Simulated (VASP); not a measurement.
# Na (Im-3m) in VASP: further runs

The runs below take Na through single point, with LDA.

Everything below comes from runs of VASP 6.6.1. Logs are shortened: lines on timing, memory, paths and dates and some standing lists are left out, and cuts for length are marked.

## 1. The cell of the first run

Symmetry: Im-3m, No. 229, cubic system. The conventional cell has a = 4.053 Å, b = 4.053 Å, c = 4.053 Å, α = 90.00°, β = 90.00°, γ = 90.00°. Within 4.6 Å of Na (site symmetry m-3m) lie 14 Na at 3.51 to 4.05 Å.

## 2. Single point, LDA

File INCAR:

```
PREC     = Accurate       # precision mode
ENCUT    = 520            # plane-wave cutoff, eV
EDIFF    = 1E-6           # SCF threshold, eV
ISMEAR   = 0              # smearing method
SIGMA    = 0.1            # smearing width, eV
LREAL    = F              # projectors in reciprocal space
LASPH    = T              # aspherical terms in the spheres
NELM     = 100            # most SCF steps
ALGO     = Normal         # electronic algorithm
ISIF     = 2              # what is computed and relaxed
LWAVE    = F              # write WAVECAR
LCHARG   = F              # write CHGCAR
NBANDS   = 10             # bands
```

File KPOINTS:

```
regular mesh
0
Gamma
  20 20 20
```

File POSCAR:

```
Na
1.0
   -2.0266194270      2.0266194270      2.0266194270
    2.0266194270     -2.0266194270      2.0266194270
    2.0266194270      2.0266194270     -2.0266194270
Na
1
Direct
    0.0000000000      0.0000000000      0.0000000000
```

Potentials or basis: VASP PAW LDA potentials, release 64 (Na_pv).

Command:

```sh
cat potpaw_LDA.64/Na_pv/POTCAR > POTCAR
mpirun -np 1 vasp_std > vasp.out
```

OUTCAR:

```text
PREC = Accurate
   ENCUT = 520
   EDIFF = 1E-6
   ISMEAR = 0
   LREAL = F
   LASPH = T
   NELM = 100
   ISIF = 2

 ion  position               nearest neighbor table
   1  0.000  0.000  0.000-

  LATTYP: Found a body centered cubic cell.
 ALAT       =     4.0532388540

  Lattice vectors:

 A1 = (  -2.0266194270,   2.0266194270,   2.0266194270)
 A2 = (   2.0266194270,  -2.0266194270,   2.0266194270)
 A3 = (   2.0266194270,   2.0266194270,  -2.0266194270)

Analysis of symmetry for initial positions (statically):
=====================================================================
 Subroutine PRICEL returns:
 Original cell was already a primitive cell.

 Routine SETGRP: Setting up the symmetry group for a
 body centered cubic supercell.

 Subroutine GETGRP returns: Found 48 space group operations
 (whereof 48 operations were pure point group operations)
 out of a pool of 48 trial point group operations.

The static configuration has the point symmetry O_h .

Analysis of symmetry for dynamics (positions and initial velocities):
=====================================================================
 Subroutine PRICEL returns:
 Original cell was already a primitive cell.

 Routine SETGRP: Setting up the symmetry group for a
 body centered cubic supercell.

 Subroutine GETGRP returns: Found 48 space group operations
 (whereof 48 operations were pure point group operations)
 out of a pool of 48 trial point group operations.

The dynamic configuration has the point symmetry O_h .

 Subroutine INISYM returns: Found 48 space group operations
 (whereof 48 operations are pure point group operations),
 and found     1 'primitive' translations

----------------------------------------------------------------------------------------

                                     Primitive cell

  volume of cell :      33.2948

  direct lattice vectors                    reciprocal lattice vectors
    -2.026619427  2.026619427  2.026619427     0.000000000  0.246716277  0.246716277
     2.026619427 -2.026619427  2.026619427     0.246716277  0.000000000  0.246716277
     2.026619427  2.026619427 -2.026619427     0.246716277  0.246716277  0.000000000

  length of vectors
     3.510207815  3.510207815  3.510207815     0.348909505  0.348909505  0.348909505

  position of ions in fractional coordinates (direct lattice)
     0.000000000  0.000000000  0.000000000

  ion indices of the primitive-cell ions
   primitive index   ion index
                 1           1

----------------------------------------------------------------------------------------

 KPOINTS: regular mesh

Automatic generation of k-mesh.
 Grid dimensions read from file:
 generate k-points for:   20   20   20

 Generating k-lattice:

  Cartesian coordinates                     Fractional coordinates (reciprocal lattice)
     0.000000000  0.012335814  0.012335814     0.050000000  0.000000000  0.000000000
     0.012335814  0.000000000  0.012335814     0.000000000  0.050000000  0.000000000
     0.012335814  0.012335814  0.000000000     0.000000000  0.000000000  0.050000000

  Length of vectors
     0.017445475  0.017445475  0.017445475

  Shift w.r.t. Gamma in fractional coordinates (k-lattice)
     0.000000000  0.000000000  0.000000000

 Subroutine IBZKPT returns following result:
 ===========================================

 Found    256 irreducible k-points:

 Following reciprocal coordinates:
            Coordinates               Weight
  0.000000  0.000000  0.000000      1.000000
  0.050000  0.000000  0.000000     12.000000
  0.100000  0.000000  0.000000     12.000000
  0.150000  0.000000  0.000000     12.000000
  0.200000  0.000000  0.000000     12.000000
  0.250000  0.000000  0.000000     12.000000
[... 16 lines left out ...]
  0.200000  0.100000  0.000000     48.000000
  0.250000  0.100000 -0.000000     48.000000
 [... further k-points ...]
   k-points           NKPTS =    256   k-points in BZ     NKDIM =    256   number of bands    NBANDS=     10
   number of dos      NEDOS =    301   number of ions     NIONS =      1
   total plane-waves  NPLWV =  21952
   dimension x,y,z NGX =    28 NGY =   28 NGZ =   28
   dimension x,y,z NGXF=    56 NGYF=   56 NGZF=   56
   ions per type =               1
   NGX,Y,Z   is equivalent  to a cutoff of  13.26, 13.26, 13.26 a.u.
   NGXF,Y,Z  is equivalent  to a cutoff of  26.52, 26.52, 26.52 a.u.
 SYSTEM =  unknown system
   PREC   = accura    normal or accurate (medium, high low for compatibility)
   ISTART =      0    job   : 0-new  1-cont  2-samecut
   ICHARG =      2    charge: 1-file 2-atom 10-const
   ISPIN  =      1    spin polarized calculation?
   LNONCOLLINEAR =      F non collinear calculations
   LSORBIT =      F    spin-orbit coupling
   LASPH  =      T    aspherical Exc in radial PAW
   ENCUT  =  520.0 eV  38.22 Ry    6.18 a.u.   6.53  6.53  6.53*2*pi/ulx,y,z
   NELM   =    100;   NELMIN=  2; NELMDL= -5     # of ELM steps
   EDIFF  = 0.1E-05   stopping-criterion for ELM
   LREAL  =      F    real-space projection
   EDIFFG = 0.1E-04   stopping-criterion for IOM
   NSW    =      0    number of steps for IOM
   IBRION =     -1    ionic relax: 0-MD 1-quasi-New 2-CG
   NFREE  =      0    steps in history (QN), initial steepest desc. (CG)
   ISIF   =      2    stress and relaxation
   ISYM   =      2    0-nonsym 1-usesym 2-fastsym
   POTIM  = 0.5000    time-step for ionic-motion
   TEBEG  =    0.0;   TEEND  =   0.0 temperature during run
   PSTRESS=    0.0 pullay stress
   NELECT =       7.0000    total number of electrons
   NUPDOWN=      -1.0000    fix difference up-down
   EMIN   =  10.00;   EMAX   =-10.00  energy-range for DOS
   EFERMI =   0.00;   METHOD = LEGACY
   ISMEAR =     0;   SIGMA  =   0.10  broadening in eV -4-tet -1-fermi 0-gaus
   EFERMI_NEDOS =   21; number of points for ismear=-14 and -15
   IALGO  =     38    algorithm
   IMIX   =      4    mixing-type and parameters
     AMIX     =   0.40;   BMIX     =  1.00
     AMIX_MAG =   1.60;   BMIX_MAG =  1.00
  volume/ion in A,a.u.               =      33.29       224.68
  Fermi-wavevector in a.u.,A,eV,Ry     =   0.973454  1.839561 12.893046  0.947612
  Thomas-Fermi vector in A             =   2.103834
   LORBIT       =      0    0 simple, 1 ext, 2 COOP (PROOUT), +10 PAW based schemes
   GGA     = CA    functional components
   LHFCALC =     F    Hartree Fock is set to
   AEXX    =    0.0000 exact exchange contribution
   IVDW    =     0    specifies the selected vdW correction
   LEPSILON=     F    determine dielectric tensor
   LRPA    =     F    only Hartree local field effects (RPA)
 non-spin polarized calculation
 Gauss-broadening in eV      SIGMA  =   0.10
  energy-cutoff  :      520.00
  volume of cell :       33.29
 maximum number of plane-waves:       935
 NGX is ok and might be reduce to    28
   NGX = 13   NGY = 13   NGZ = 13

 number of electron       7.0000010 magnetization

 Free energy of the ion-electron system (eV)
  ---------------------------------------------------
  ext. energy  EPLUGINS =         0.00000000
  ---------------------------------------------------
  free energy    TOTEN  =        -1.45582018 eV

  energy without entropy =       -1.45376536  energy(sigma->0) =       -1.45479277

 E-fermi :   0.4707     XC(G=0):  -7.0367

 val. band max:        0.4431691142   @ k =  -0.3000   0.4000   0.2000
 cond. band min:       0.4832072878   @ k =   0.3500   0.1000   0.0500
 fundamental gap:      0.0400381736
 Fermi energy:         0.4707216306

 k-point     1 :       0.0000    0.0000    0.0000
  band No.  band energies     occupation
      1     -24.3877      2.00000
      2     -24.3877      2.00000
      3     -24.3877      2.00000
      4      -3.0404      2.00000
      5      12.8154      0.00000
      6      12.8154      0.00000
      7      12.8154      0.00000
      8      13.9907      0.00000
      9      13.9907      0.00000
     10      14.6991      0.00000

 k-point     2 :       0.0500    0.0000    0.0000
  band No.  band energies     occupation
      1     -24.3890      2.00000
      2     -24.3881      2.00000
      3     -24.3877      2.00000
      4      -2.9928      2.00000
      5      12.1754      0.00000
      6      12.4903      0.00000
      7      12.6377      0.00000
      8      13.5213      0.00000
      9      13.5342      0.00000
     10      14.9420      0.00000

 k-point     3 :       0.1000    0.0000    0.0000
  band No.  band energies     occupation
      1     -24.3928      2.00000
      2     -24.3894      2.00000
      3     -24.3877      2.00000
      4      -2.8503      2.00000
      5      10.8561      0.00000
      6      11.8829      0.00000
      7      12.2497      0.00000
      8      12.8965      0.00000
      9      13.3187      0.00000
     10      15.0289      0.00000

 k-point     4 :       0.1500    0.0000    0.0000
  band No.  band energies     occupation
      1     -24.3988      2.00000
      2     -24.3913      2.00000
      3     -24.3877      2.00000
      4      -2.6139      2.00000
      5       9.4775      0.00000
      6      11.2676      0.00000
      7      11.8202      0.00000
      8      12.3104      0.00000
      9      13.1034      0.00000
     10      15.1152      0.00000
[... 222 lines left out ...]
 k-point    22 :       0.1500    0.1000    0.0000
  band No.  band energies     occupation
      1     -24.4088      2.00000
      2     -24.3935      2.00000
      3     -24.3893      2.00000
      4      -2.1447      2.00000
      5       8.1741      0.00000
      6       9.1905      0.00000
      7      11.0510      0.00000
      8      12.4947      0.00000
      9      13.5809      0.00000
     10      14.9353      0.00000

 k-point    23 :       0.2000    0.1000    0.0000
  band No.  band energies     occupation
      1     -24.4161      2.00000
      2     -24.3965      2.00000
      3     -24.3894      2.00000
      4      -1.7265      2.00000
      5       6.9461      0.00000
      6       8.6993      0.00000
      7      10.6507      0.00000
      8      12.1608      0.00000
      9      13.6435      0.00000
     10      14.7929      0.00000

 k-point    24 :       0.2500    0.1000   -0.0000
  band No.  band energies     occupation
      1     -24.4233      2.00000
      2     -24.3996      2.00000
      3     -24.3895      2.00000
      4      -1.2203      2.00000
      5       5.7592      0.00000
      6       8.3097      0.00000
      7      10.3133      0.00000
      8      11.8407      0.00000
      9      13.5893      0.00000
     10      14.9294      0.00000

 [... further k-points ...]
[... 5 lines left out ...]
  --------------------------------------------------------------------------------------
  -------------------------------------------------------------------------------------
  Total       -0.0078810     -0.0078810     -0.0078810     -0.0000000      0.0000000     -0.0000000
  in kB       -0.3792421     -0.3792421     -0.3792421     -0.0000000      0.0000000     -0.0000000
  external PRESSURE =      -0.3792421 kB  Pullay stress =       0.0000000 kB

 VOLUME and BASIS-vectors are now :
 -----------------------------------------------------------------------------
  energy-cutoff  :      520.00
  volume of cell :       33.29
      direct lattice vectors                 reciprocal lattice vectors
    -2.026619427  2.026619427  2.026619427     0.000000000  0.246716277  0.246716277
     2.026619427 -2.026619427  2.026619427     0.246716277  0.000000000  0.246716277
     2.026619427  2.026619427 -2.026619427     0.246716277  0.246716277  0.000000000

 POSITION                                       TOTAL-FORCE (eV/Angst)
 -----------------------------------------------------------------------------------
      0.00000      0.00000      0.00000         0.000000     -0.000000      0.000000
 -----------------------------------------------------------------------------------
    total drift:                                0.000000     -0.000000      0.000000

  FREE ENERGIE OF THE ION-ELECTRON SYSTEM (eV)
  ---------------------------------------------------
  free  energy   TOTEN  =        -1.4558201752 eV

  energy  without entropy=       -1.4537653621  energy(sigma->0) =       -1.45479277
```

Wall time 29 s (1 thread of Oxide Virtual Turin-like, shared host); peak memory 0.15 GiB.

What came out:

| Item | Value |
| --- | --- |
| Free energy | -1.4558 eV |
| Pressure | 0.0 GPa |

(Part 1 of 2 ends here.)
